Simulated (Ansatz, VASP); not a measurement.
Two plane-wave programs on Nb

File POSCAR:

```
Nb
1.0
    0.0000000000      3.0065037803      3.0065037803
    3.0065037803      0.0000000000      3.0065037803
    3.0065037803      3.0065037803      0.0000000000
Nb
2
Direct
    0.1250000000      0.1250000000      0.1250000000
    0.8750000000      0.8750000000      0.8750000000
```

INCAR.step1

```
SYSTEM = Nb
PREC     = Accurate       ! precision mode
ENCUT    = 520            ! plane-wave cutoff, eV
ISMEAR   = -1             ! smearing method
SIGMA    = 0.1            ! smearing width, eV
LREAL    = .False.        ! projectors in reciprocal space
LASPH    = .True.         ! aspherical terms in the spheres
NELM     = 100            ! most SCF steps
NBANDS   = 20             ! bands
GGA      = PE             ! functional
ALGO     = Normal         ! electronic algorithm
EDIFF    = 1E-4           ! SCF threshold, eV
LWAVE    = .True.         ! write WAVECAR
LCHARG   = .False.        ! write CHGCAR
```

INCAR.step2

```
SYSTEM = Nb
PREC     = Accurate       ! precision mode
ENCUT    = 520            ! plane-wave cutoff, eV
EDIFF    = 1E-6           ! SCF threshold, eV
ISMEAR   = -1             ! smearing method
SIGMA    = 0.1            ! smearing width, eV
LREAL    = .False.        ! projectors in reciprocal space
LASPH    = .True.         ! aspherical terms in the spheres
NELM     = 100            ! most SCF steps
ALGO     = Normal         ! electronic algorithm
ISIF     = 2              ! what is computed and relaxed
LWAVE    = .False.        ! write WAVECAR
LCHARG   = .True.         ! write CHGCAR
METAGGA  = R2SCAN         ! meta-GGA
LMIXTAU  = .True.       
LELF     = .True.         ! ELF
LVHAR    = .True.       
NBANDS   = 20             ! bands
ISTART   = 1
```

Contents of KPOINTS:

```
Automatic mesh
0
Gamma
  11 11 11
  0 0 0
```

Input for Ansatz:

```yaml
crystal:
  lattice:
    - [0.0, 3.0065037803, 3.0065037803]
    - [3.0065037803, 0.0, 3.0065037803]
    - [3.0065037803, 3.0065037803, 0.0]
  atoms:
    - { symbol: Nb, position: [0.125, 0.125, 0.125] }
    - { symbol: Nb, position: [0.875, 0.875, 0.875] }
hamiltonian:
  xc: r2scan
  pseudopotentials:
    kind: paw
    azcp:
      Nb: "pseudopotentials/Nb.paw.azcp"
basis:
  ecutwfc: 500
  fft_grid_basis: typed
kpoints:
  mp_grid: { grid: [11, 11, 11], shift: [0, 0, 0] }
magnetization:
  spin_polarized: false
scf:
  occupations: { method: fermi_dirac, width: 0.1 }
  lower_state_search: "off"
output:
  stress: true
  write_density: true
  write_potential: true
  elf: true
  volumetric_format: npy
```

Alike in both runs: task single point; functional r2SCAN; k mesh 11 × 11 × 11; occupations fermi-dirac, width 0.1 eV; no spin polarisation.

|  | VASP | Ansatz |
| --- | --- | --- |
| version | VASP 6.6.1 | Ansatz 0.2.0 |
| potentials or method | VASP PAW PBE potentials, release 64 (Nb_sv), cutoff 520 eV | plane waves (500 eV) with PAW, scalar-relativistic |
| valence electrons in the cell | 26 | 26 |

```tsv
	VASP	Ansatz	Ansatz less VASP
pressure (GPa)	-4.4	-4.4	-0.02
```

VASP's potentials were made for PBE, not for r2SCAN.
